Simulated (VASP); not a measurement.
Input of a VASP 6.6.1 run:

INCAR

```
SYSTEM = Pd
PREC = Accurate
ENCUT = 520
EDIFF = 1E-6
ISMEAR = -1
SIGMA = 0.05
LREAL = .False.
LASPH = .True.
NELM = 150
ALGO = Normal
ISIF = 2
LWAVE = .False.
LCHARG = .False.
ISPIN = 2
MAGMOM = 0.5 -0.5
LORBIT = 11
LMAXMIX = 4
GGA = PS
NBANDS = 21
```

KPOINTS

```
regular mesh
0
Gamma
  12 12 12
  0 0 0
```

POSCAR

```
Pd
1.0
    2.9543086838      0.0000000000      0.0000000000
    0.0000000000      2.9543086838      0.0000000000
    0.0000000000      0.0000000000      2.9543086838
Pd
2
Direct
    0.0000000000      0.0000000000      0.0000000000
    0.5000000000      0.5000000000      0.5000000000
```

Potentials or basis: VASP PAW PBE potentials, release 64 (Pd).

Run with:

```bash
$ cat potpaw_PBE.64/Pd/POTCAR > POTCAR
$ mpirun -np 1 vasp_std > vasp.out
```

(1) Predict the pressure.

(2) What does it give for the net moment?

(3) What does it give for the band gap on the k mesh?

Answers

(1) 35.7 GPa.

(2) 0.00 μB per cell.

(3) zero (filled and empty bands overlap).

Caveat: the PAW data sets were made with another functional, which shifts forces and pressure a little.
